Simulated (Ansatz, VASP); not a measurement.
**One calculation of MgS5, two programs**

The input INCAR:

```
PREC = Accurate
ENCUT = 600
EDIFF = 1E-6
ISMEAR = 0
SIGMA = 0.1
LREAL = F
LASPH = T
NELM = 100
ALGO = Normal
ISIF = 3
LWAVE = F
LCHARG = F
GGA = PE
IBRION = 2
NSW = 90
EDIFFG = -0.04
```

File KPOINTS:

```
regular mesh
0
Gamma
  3 3 6
```

POSCAR

```
MgS5
1.0
    6.6200271330      0.0000000000      0.0000000000
   -3.3100135665      5.7331116709      0.0000000000
    0.0000000000      0.0000000000      3.2745524341
Mg S
1 5
Direct
    0.0000000000      0.0000000000      0.0000000000
    0.5000000000      0.0000000000      0.5000000000
    0.5000000000      0.5000000000      0.5000000000
    0.0000000000      0.5000000000      0.5000000000
    0.3333333333      0.6666666667      0.0000000000
    0.6666666667      0.3333333333      0.0000000000
```

Input for Ansatz:

```yaml
crystal:
  lattice:
    - [6.620027133, 0.0, 0.0]
    - [-3.3100135665, 5.7331116709, 0.0]
    - [0.0, 0.0, 3.2745524341]
  atoms:
    - { symbol: Mg, position: [0.0, 0.0, 0.0] }
    - { symbol: S, position: [0.5, 0.0, 0.5] }
    - { symbol: S, position: [0.5, 0.5, 0.5] }
    - { symbol: S, position: [0.0, 0.5, 0.5] }
    - { symbol: S, position: [0.3333333333, 0.6666666667, 0.0] }
    - { symbol: S, position: [0.6666666667, 0.3333333333, 0.0] }
basis:
  ecutwfc: 420
kpoints:
  mp_grid: { grid: [3, 3, 6] }
hamiltonian:
  xc: pbe
scf:
  occupations: { method: gaussian, width: 0.1 }
  lower_state_search: "off"
output:
  forces: true
  stress: true
  eigenvalues: true
relax:
  adjacent_minimum: "off"
  f_tol: 0.04
  max_steps: 70
  cell: { stress_tol: 0.4 }
```

Change from the starting cell: species swapped into the YCu5 type (P6/mmm, No. 191).

Alike in both runs: task relaxation of cell and atoms; functional PBE; k mesh 3 × 3 × 6; occupations gaussian, width 0.1 eV; no spin polarisation.

```csv
,VASP,Ansatz
version,VASP 6.6.1,Ansatz 0.2.0
potentials or method,"VASP PAW PBE potentials, release 64 (Mg, S), cutoff 600 eV","scalar-relativistic, plane waves, PAW"
valence electrons in the cell,32,40
```

```tsv
	VASP	Ansatz	Ansatz less VASP
gap on the k mesh at the Fermi level, each at its own relaxed structure (eV)	none	none	-
relaxed volume (Å³/atom)	20.19	20.16	-0.032
relaxed cell length with the largest relative difference (Å)	3.285	3.283	-0.0022
```

A gap of «none» marks a metal or a gap that the smearing closes. VASP's potentials hold 32 valence electrons a cell and Ansatz's 40, so a difference there can come from the potentials and not from the codes.

The k mesh is coarse, so the values compare programs but aren't converged.
